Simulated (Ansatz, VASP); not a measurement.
# One calculation of Bi, two programs

```
Bi
1.0
     3.52373    0.00000    0.00000
    -1.76186    3.05164    0.00000
     0.00000    0.00000    5.79752
Bi
2
Direct
  0.33333 0.66667 0.25000
  0.66667 0.33333 0.75000
```

Alike in both runs: functional r2SCAN; k mesh 10 × 10 × 6; occupations fermi-dirac, width 0.1 eV; no spin polarisation.

Ansatz relaxed the structure, and its values are those at the end. VASP's run is a single point on that final structure, the one shown.

|  | VASP | Ansatz |
| --- | --- | --- |
| version | VASP 6.6.1 | Ansatz 0.2.0 |
| potentials or method | VASP PAW PBE potentials, release 64 (Bi_d), cutoff 520 eV | plane waves (500 eV) with PAW, scalar-relativistic |
| valence electrons in the cell | 30 | 30 |

|  | VASP | Ansatz | Ansatz less VASP |
| --- | --- | --- | --- |
| pressure (GPa) | 0.0 | 0.0 | +0.03 |

VASP's potentials were made for PBE, not for r2SCAN.

Neither program's run includes spin-orbit coupling.
